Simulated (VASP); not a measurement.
# Cd (Fm-3m) in VASP: a series of runs

Aim: see how the results for Cd move with the level of theory and the settings. Levels: r2SCAN, LDA, PBE, HSE06. Tasks: single point, relaxation of cell and atoms.

Everything below comes from runs of VASP 6.6.1. Logs are shortened: lines on timing, memory, paths and dates and some standing lists are left out, and cuts for length are marked.

### 1 The cell of the first run

The structure is cubic, space group Fm-3m (No. 225). Conventional cell: a = 4.495 Å, b = 4.495 Å, c = 4.495 Å, α = 90.00°, β = 90.00°, γ = 90.00°. Within 4.2 Å of Cd (site symmetry m-3m) lie 12 Cd at 3.18 Å.

### 2 Single point, r2SCAN (volume scaled by 1.04)

The input, POSCAR:

```
Cd
1.0
    0.0000000000      2.2473392783      2.2473392783
    2.2473392783      0.0000000000      2.2473392783
    2.2473392783      2.2473392783      0.0000000000
Cd
1
Direct
    0.0000000000      0.0000000000      0.0000000000
```

The input, INCAR.step1:

```
SYSTEM = Cd
PREC = Accurate ; ENCUT = 550
ISMEAR = 1 ; SIGMA = 0.1
LREAL = .False. ; LASPH = .True.
NELM = 120 ; NBANDS = 12
GGA = PE ; ALGO = Normal
EDIFF = 1E-5 ; LWAVE = .True.
LCHARG = .False. ; GGA_COMPAT = .False.
```

The input, INCAR.step2:

```
SYSTEM = Cd
PREC = Accurate ; ENCUT = 550
EDIFF = 1E-6 ; ISMEAR = 1
SIGMA = 0.1 ; LREAL = .False.
LASPH = .True. ; NELM = 120
ALGO = Normal ; ISIF = 2
LWAVE = .False. ; LCHARG = .True.
METAGGA = R2SCAN ; LMIXTAU = .True.
LELF = .True. ; LVHAR = .True.
NBANDS = 12 ; ISTART = 1
GGA_COMPAT = .False.
```

The input, KPOINTS:

```
Automatic mesh
0
Gamma
  10 10 10
  0 0 0
```

Potentials or basis: VASP PAW PBE potentials, release 64 (Cd).

Launch:

```bash
$ cat potpaw_PBE.64/Cd/POTCAR > POTCAR
$ cp INCAR.step1 INCAR
$ mpirun -np 1 vasp_std > vasp.out
$ cp INCAR.step2 INCAR
$ mpirun -np 1 vasp_std > vasp.out
```

OUTCAR:

```text
SYSTEM = Cd
   PREC = Accurate
   ENCUT = 550
   EDIFF = 1E-6
   ISMEAR = 1
   LREAL = .False.
   LASPH = .True.
   NELM = 120
   ISIF = 2
   METAGGA = R2SCAN
   ISTART = 1

 ion  position               nearest neighbor table
   1  0.000  0.000  0.000-

  LATTYP: Found a face centered cubic cell.
 ALAT       =     4.4946785566

  Lattice vectors:

 A1 = (   0.0000000000,   2.2473392783,   2.2473392783)
 A2 = (   2.2473392783,   0.0000000000,   2.2473392783)
 A3 = (   2.2473392783,   2.2473392783,   0.0000000000)

Analysis of symmetry for initial positions (statically):
=====================================================================
 Subroutine PRICEL returns:
 Original cell was already a primitive cell.

 Routine SETGRP: Setting up the symmetry group for a
 face centered cubic supercell.

 Subroutine GETGRP returns: Found 48 space group operations
 (whereof 48 operations were pure point group operations)
 out of a pool of 48 trial point group operations.

The static configuration has the point symmetry O_h .

Analysis of symmetry for dynamics (positions and initial velocities):
=====================================================================
 Subroutine PRICEL returns:
 Original cell was already a primitive cell.

 Routine SETGRP: Setting up the symmetry group for a
 face centered cubic supercell.

 Subroutine GETGRP returns: Found 48 space group operations
 (whereof 48 operations were pure point group operations)
 out of a pool of 48 trial point group operations.

The dynamic configuration has the point symmetry O_h .

 Subroutine INISYM returns: Found 48 space group operations
 (whereof 48 operations are pure point group operations),
 and found     1 'primitive' translations

----------------------------------------------------------------------------------------

                                     Primitive cell

  volume of cell :      22.7005

  direct lattice vectors                    reciprocal lattice vectors
     0.000000000  2.247339278  2.247339278    -0.222485321  0.222485321  0.222485321
     2.247339278  0.000000000  2.247339278     0.222485321 -0.222485321  0.222485321
     2.247339278  2.247339278  0.000000000     0.222485321  0.222485321 -0.222485321

  length of vectors
     3.178217687  3.178217687  3.178217687     0.385355879  0.385355879  0.385355879

  position of ions in fractional coordinates (direct lattice)
     0.000000000  0.000000000  0.000000000

  ion indices of the primitive-cell ions
   primitive index   ion index
                 1           1

----------------------------------------------------------------------------------------

 KPOINTS: Automatic mesh

Automatic generation of k-mesh.
 Grid dimensions read from file:
 generate k-points for:   10   10   10

 Generating k-lattice:

  Cartesian coordinates                     Fractional coordinates (reciprocal lattice)
    -0.022248532  0.022248532  0.022248532     0.100000000  0.000000000  0.000000000
     0.022248532 -0.022248532  0.022248532     0.000000000  0.100000000  0.000000000
     0.022248532  0.022248532 -0.022248532     0.000000000  0.000000000  0.100000000

  Length of vectors
     0.038535588  0.038535588  0.038535588

  Shift w.r.t. Gamma in fractional coordinates (k-lattice)
     0.000000000  0.000000000  0.000000000

 Subroutine IBZKPT returns following result:
 ===========================================

 Found     47 irreducible k-points:

 Following reciprocal coordinates:
            Coordinates               Weight
  0.000000  0.000000  0.000000      1.000000
  0.100000  0.000000  0.000000      8.000000
  0.200000  0.000000  0.000000      8.000000
  0.300000  0.000000  0.000000      8.000000
  0.400000  0.000000  0.000000      8.000000
  0.500000  0.000000  0.000000      4.000000
[... 16 lines left out ...]
  0.300000  0.300000  0.000000      6.000000
  0.400000  0.300000  0.000000     24.000000
 [... further k-points ...]
   k-points           NKPTS =     47   k-points in BZ     NKDIM =     47   number of bands    NBANDS=     12
   number of dos      NEDOS =    301   number of ions     NIONS =      1
   total plane-waves  NPLWV =  13824
   dimension x,y,z NGX =    24 NGY =   24 NGZ =   24
   dimension x,y,z NGXF=    48 NGYF=   48 NGZF=   48
   ions per type =               1
   NGX,Y,Z   is equivalent  to a cutoff of  12.55, 12.55, 12.55 a.u.
   NGXF,Y,Z  is equivalent  to a cutoff of  25.11, 25.11, 25.11 a.u.
 SYSTEM =  Cd
   PREC   = accura    normal or accurate (medium, high low for compatibility)
   ISTART =      1    job   : 0-new  1-cont  2-samecut
   ICHARG =      0    charge: 1-file 2-atom 10-const
   ISPIN  =      1    spin polarized calculation?
   LNONCOLLINEAR =      F non collinear calculations
   LSORBIT =      F    spin-orbit coupling
   LASPH  =      T    aspherical Exc in radial PAW
   ENCUT  =  550.0 eV  40.42 Ry    6.36 a.u.   6.08  6.08  6.08*2*pi/ulx,y,z
   NELM   =    120;   NELMIN=  2; NELMDL=  0     # of ELM steps
   EDIFF  = 0.1E-05   stopping-criterion for ELM
   LREAL  =      F    real-space projection
   EDIFFG = 0.1E-04   stopping-criterion for IOM
   NSW    =      0    number of steps for IOM
   IBRION =     -1    ionic relax: 0-MD 1-quasi-New 2-CG
   NFREE  =      0    steps in history (QN), initial steepest desc. (CG)
   ISIF   =      2    stress and relaxation
   ISYM   =      2    0-nonsym 1-usesym 2-fastsym
   POTIM  = 0.5000    time-step for ionic-motion
   TEBEG  =    0.0;   TEEND  =   0.0 temperature during run
   PSTRESS=    0.0 pullay stress
   NELECT =      12.0000    total number of electrons
   NUPDOWN=      -1.0000    fix difference up-down
   EMIN   =  10.00;   EMAX   =-10.00  energy-range for DOS
   EFERMI =   0.00;   METHOD = LEGACY
   ISMEAR =     1;   SIGMA  =   0.10  broadening in eV -4-tet -1-fermi 0-gaus
   EFERMI_NEDOS =   21; number of points for ismear=-14 and -15
   IALGO  =     38    algorithm
   IMIX   =      4    mixing-type and parameters
     AMIX     =   0.40;   BMIX     =  1.00
     AMIX_MAG =   1.60;   BMIX_MAG =  1.00
  volume/ion in A,a.u.               =      22.70       153.19
  Fermi-wavevector in a.u.,A,eV,Ry     =   1.323701  2.501432 23.839920  1.752185
  Thomas-Fermi vector in A             =   2.453290
   LORBIT       =      0    0 simple, 1 ext, 2 COOP (PROOUT), +10 PAW based schemes
   METAGGA = R2SCAN    functional components
   LHFCALC =     F    Hartree Fock is set to
   AEXX    =    0.0000 exact exchange contribution
   IVDW    =     0    specifies the selected vdW correction
   LEPSILON=     F    determine dielectric tensor
   LRPA    =     F    only Hartree local field effects (RPA)
 non-spin polarized calculation
 Methfessel and Paxton  Order N= 1 SIGMA  =   0.10
  energy-cutoff  :      550.00
  volume of cell :       22.70
 maximum number of plane-waves:       678
   NGX = 13   NGY = 13   NGZ = 13

 number of electron      11.9999993 magnetization

 Free energy of the ion-electron system (eV)
  ---------------------------------------------------
  ext. energy  EPLUGINS =         0.00000000
  ---------------------------------------------------
  free energy    TOTEN  =       -20.07120672 eV

  energy without entropy =      -20.07161933  energy(sigma->0) =      -20.07134425

 E-fermi :   2.6662     XC(G=0): -11.5289

 val. band max:        2.6139633454   @ k =  -0.4000   0.3000   0.0000
 cond. band min:       2.7612593063   @ k =  -0.4000   0.4000   0.0000
 fundamental gap:      0.1472959609
 Fermi energy:         2.6662057677

 k-point     1 :       0.0000    0.0000    0.0000
  band No.  band energies     occupation
      1      -6.9554      2.00000
      2      -6.9554      2.00000
      3      -6.9554      2.00000
      4      -6.5322      2.00000
      5      -6.5322      2.00000
      6      -6.3171      2.00000
      7      16.8005      0.00000
      8      17.8203      0.00000
      9      17.8203      0.00000
     10      17.8203      0.00000
     11      21.0513      0.00000
     12      21.0513      0.00000

 k-point     2 :       0.1000    0.0000    0.0000
  band No.  band energies     occupation
      1      -6.9855      2.00000
      2      -6.9181      2.00000
      3      -6.9181      2.00000
      4      -6.5394      2.00000
      5      -6.5394      2.00000
      6      -6.0478      2.00000
      7      14.7082      0.00000
      8      17.0520      0.00000
      9      17.3930      0.00000
     10      17.3930      0.00000
     11      21.7957      0.00000
     12      21.8526      0.00000

 k-point     3 :       0.2000    0.0000    0.0000
  band No.  band energies     occupation
      1      -7.0981      2.00000
      2      -6.8624      2.00000
      3      -6.8624      2.00000
      4      -6.5124      2.00000
      5      -6.5124      2.00000
      6      -5.1999      2.00000
      7      10.7953      0.00000
      8      16.6501      0.00000
      9      16.6501      0.00000
     10      16.9544      0.00000
     11      21.2898      0.00000
     12      21.8606      0.00000
[... 286 lines left out ...]
 k-point    23 :       0.3000    0.3000    0.0000
  band No.  band energies     occupation
      1      -7.3629      2.00000
      2      -7.1419      2.00000
      3      -6.4193      2.00000
      4      -6.4193      2.00000
      5      -6.3181      2.00000
      6      -3.0076      2.00000
      7      11.0854      0.00000
      8      11.3832      0.00000
      9      11.3832      0.00000
     10      14.1716      0.00000
     11      14.5227      0.00000
     12      27.9892      0.00000

 k-point    24 :       0.4000    0.3000    0.0000
  band No.  band energies     occupation
      1      -7.4079      2.00000
      2      -7.2283      2.00000
      3      -6.4030      2.00000
      4      -6.3666      2.00000
      5      -6.1987      2.00000
      6      -1.6253      2.00000
      7       8.4736      0.00000
      8       9.3559      0.00000
      9      10.8124      0.00000
     10      14.1185      0.00000
     11      16.1053      0.00000
     12      27.2525      0.00000

 [... further k-points ...]
[... 5 lines left out ...]
  --------------------------------------------------------------------------------------
  -------------------------------------------------------------------------------------
  Total       -0.2367882     -0.2367882     -0.2367882     -0.0000000     -0.0000000      0.0000000
  in kB      -16.7122406    -16.7122406    -16.7122406     -0.0000000     -0.0000000      0.0000000
  external PRESSURE =     -16.7122406 kB  Pullay stress =       0.0000000 kB

 VOLUME and BASIS-vectors are now :
 -----------------------------------------------------------------------------
  energy-cutoff  :      550.00
  volume of cell :       22.70
      direct lattice vectors                 reciprocal lattice vectors
     0.000000000  2.247339278  2.247339278    -0.222485321  0.222485321  0.222485321
     2.247339278  0.000000000  2.247339278     0.222485321 -0.222485321  0.222485321
     2.247339278  2.247339278  0.000000000     0.222485321  0.222485321 -0.222485321

 POSITION                                       TOTAL-FORCE (eV/Angst)
 -----------------------------------------------------------------------------------
      0.00000      0.00000      0.00000         0.000000     -0.000000     -0.000000
 -----------------------------------------------------------------------------------
    total drift:                                0.000000     -0.000000     -0.000000

  FREE ENERGIE OF THE ION-ELECTRON SYSTEM (eV)
  ---------------------------------------------------
  free  energy   TOTEN  =       -20.0712067154 eV

  energy  without entropy=      -20.0716193252  energy(sigma->0) =      -20.07134425
```

It took 18 s on 1 thread of Intel Xeon 6975P-C (Granite Rapids), shared host; peak memory 0.14 GiB.

Results:

| Item | Value |
| --- | --- |
| Free energy | -20.0712 eV |
| Pressure | -1.7 GPa |
| Band gap on the k mesh | zero (band 6 reaches 3.67 eV, above the bottom of band 7 at 1.13 eV) |

Levels at points of the mesh, in eV from the Fermi level:
```
           k point  band 3  band 4  band 5  band 6  band 7  band 8  band 9  band 10
(0.00, 0.00, 0.00)   -9.62   -9.20   -9.20   -8.98   14.13   15.15   15.15    15.15
(0.50, 0.00, 0.00)   -9.62   -8.84   -8.84   -2.39   -1.54   12.69   12.69    13.39
(0.50, 0.50, 0.00)   -8.87   -8.75   -8.75   -0.93    1.27    6.87    6.87    10.89
```

Caveat: the cell differs from its parent crystal (volume scaled by 1.04); the PAW data sets were made with another functional, which shifts forces and pressure a little.

### 3 Relaxation of cell and atoms, LDA

This run uses another cell than the first one, of 21.83 Å³/atom, 0.962 times its volume.

The input, INCAR:

```
  ALGO = Normal
  EDIFF = 1E-7
  EDIFFG = -0.01
  ENCUT = 500
  GGA = CA
  GGA_COMPAT = False
  IBRION = 2
  ISIF = 3
  ISMEAR = 1
  LASPH = True
  LCHARG = False
  LREAL = False
  LWAVE = False
  NELM = 120
  NELMIN = 4
  NSW = 60
  PREC = Accurate
  SIGMA = 0.2
```

The input, KPOINTS:

```
k-points
0
Gamma
  10 10 10
```

The input, POSCAR:

```
Cd
1.0
    3.1369374600      0.0000000000      0.0000000000
    1.5684687300      2.7166675304      0.0000000000
    1.5684687300      0.9055558435      2.5612987107
Cd
1
Direct
    0.0000000000      0.0000000000      0.0000000000
```

Potentials or basis: VASP PAW LDA potentials, release 64 (Cd).

Launch:

```bash
$ cat potpaw_LDA.64/Cd/POTCAR > POTCAR
$ mpirun -np 1 vasp_std > vasp.out
```

OUTCAR:

```text
EDIFF = 1E-7
   EDIFFG = -0.01
   ENCUT = 500
   GGA = CA
   IBRION = 2
   ISIF = 3
   ISMEAR = 1
   LASPH = True
   LREAL = False
   NELM = 120
   NELMIN = 4
   NSW = 60
   PREC = Accurate

 ion  position               nearest neighbor table
   1  0.000  0.000  0.000-

  LATTYP: Found a face centered cubic cell.
 ALAT       =     4.4362995002

  Lattice vectors:

 A1 = (   3.1369374600,   0.0000000000,   0.0000000000)
 A2 = (   1.5684687300,   2.7166675304,   0.0000000000)
 A3 = (   1.5684687300,   0.9055558435,   2.5612987107)

Analysis of symmetry for initial positions (statically):
=====================================================================
 Subroutine PRICEL returns:
 Original cell was already a primitive cell.

 Routine SETGRP: Setting up the symmetry group for a
 face centered cubic supercell.

 Subroutine GETGRP returns: Found 48 space group operations
 (whereof 48 operations were pure point group operations)
 out of a pool of 48 trial point group operations.

The static configuration has the point symmetry O_h .

Analysis of symmetry for dynamics (positions and initial velocities):
=====================================================================
 Subroutine PRICEL returns:
 Original cell was already a primitive cell.

 Routine SETGRP: Setting up the symmetry group for a
 face centered cubic supercell.
[... 161 lines left out ...]
  in kB      -42.8228055    -42.8228055    -42.8228055     -0.0000000     -0.0000000     -0.0000000
  external PRESSURE =     -42.8228055 kB  Pullay stress =       0.0000000 kB
[... 57 lines left out ...]
--------------------------------------- Ionic step        3  -------------------------------------------

 number of electron      11.9999996 magnetization

 Free energy of the ion-electron system (eV)
  ---------------------------------------------------
  ext. energy  EPLUGINS =         0.00000000
  ---------------------------------------------------
  free energy    TOTEN  =        -1.50213264 eV

  energy without entropy =       -1.49915879  energy(sigma->0) =       -1.50114136

 E-fermi :   3.3721     XC(G=0): -11.7611

 val. band max:        3.3326213897   @ k =  -0.4000   0.4000   0.0000
 cond. band min:       3.3727340553   @ k =  -0.4000   0.3000   0.0000
 fundamental gap:      0.0401126655
 Fermi energy:         3.3721175214

 k-point     1 :       0.0000    0.0000    0.0000
  band No.  band energies     occupation
      1      -6.2361      2.00000
      2      -6.1048      2.00000
      3      -6.1048      2.00000
      4      -6.1048      2.00000
      5      -5.5553      2.00000
      6      -5.5553      2.00000
      7      17.4729      0.00000
      8      18.8848      0.00000
      9      18.8848      0.00000
     10      18.8848      0.00000
[... 287 lines left out ...]
 k-point    24 :       0.4000    0.3000   -0.0000
  band No.  band energies     occupation
      1      -6.6798      2.00000
      2      -6.5011      2.00000
      3      -5.3997      2.00000
      4      -5.3705      2.00000
      5      -5.1338      2.00000
      6      -1.1969      2.00000
      7       9.3718      0.00000
      8      10.2730      0.00000
      9      11.6131      0.00000
     10      15.3219      0.00000

 [... further k-points ...]
[... 5 lines left out ...]
  --------------------------------------------------------------------------------------
  -------------------------------------------------------------------------------------
  Total        0.0018303      0.0018303      0.0018303      0.0000000      0.0000000      0.0000000
  in kB        0.1457162      0.1457162      0.1457162      0.0000000      0.0000000      0.0000000
  external PRESSURE =       0.1457162 kB  Pullay stress =       0.0000000 kB
[... 16 lines left out ...]
  FREE ENERGIE OF THE ION-ELECTRON SYSTEM (eV)
  ---------------------------------------------------
  free  energy   TOTEN  =        -1.5021326379 eV

  energy  without entropy=       -1.4991587912  energy(sigma->0) =       -1.50114136

 reached required accuracy - stopping structural energy minimisation
```

CONTCAR:

```text
Cd
   1.00000000000000
     3.0531395994177624    0.0000000000000000   -0.0000000000000000
     1.5265697997088812    2.6440964543564442   -0.0000000000009445
     1.5265697997088812    0.8813654848170337    2.4928780440431546
  Cd
     1
Direct
     0.0000000000000000    0.0000000000000000    0.0000000000000000

  0.00000000E+00  0.00000000E+00  0.00000000E+00
```

It took 5.9 s on 1 thread of Intel Xeon 6975P-C (Granite Rapids), shared host; peak memory 0.13 GiB.

Results:

```
Free energy                            : -1.5021 eV
Relaxed volume                         : 20.12 Å³/atom
Relaxed cell                           : a = 3.053 Å, b = 3.053 Å, c = 3.053 Å, α = 60.00°, β = 60.00°, γ = 60.00°
Space group after relaxing (to 0.05 Å) : Fm-3m (No. 225)
Energy gained by relaxing              : 24.6 meV/atom
Ionic steps                            : 3
Pressure after relaxing                : 0.0 GPa
Band gap on the k mesh                 : zero (band 6 reaches 4.32 eV, above the bottom of band 7 at 1.99 eV)
```

Step by step:
| step | energy change (eV) | largest force (eV/Å) | pressure (GPa) | volume (Å³) |
| --- | --- | --- | --- | --- |
| 1 | 0.0000 | 0.0000 | -4.28 | 21.83 |
| 2 | -0.0245 | 0.0000 | 0.29 | 20.04 |
| 3 | -0.0246 | 0.0000 | 0.01 | 20.12 |

Final structure:
```
Cd
1.0
     3.05314    0.00000    0.00000
     1.52657    2.64410    0.00000
     1.52657    0.88137    2.49288
Cd
1
Direct
  0.00000 0.00000 0.00000
```

Levels at points of the mesh, in eV from the Fermi level:
```
           k point  band 2  band 3  band 4  band 5  band 6  band 7  band 8  band 9  band 10
(0.00, 0.00, 0.00)   -9.48   -9.48   -9.48   -8.93   -8.93   14.10   15.51   15.51    15.51
(0.50, 0.00, 0.00)   -9.47   -9.47   -8.48   -8.48   -2.82   -1.38   13.01   13.01    13.19
(0.50, 0.50, 0.00)  -10.19   -8.51   -8.37   -8.37   -1.20    1.50    6.84    6.84    11.59
```

(Continued in part 2 of 2.)
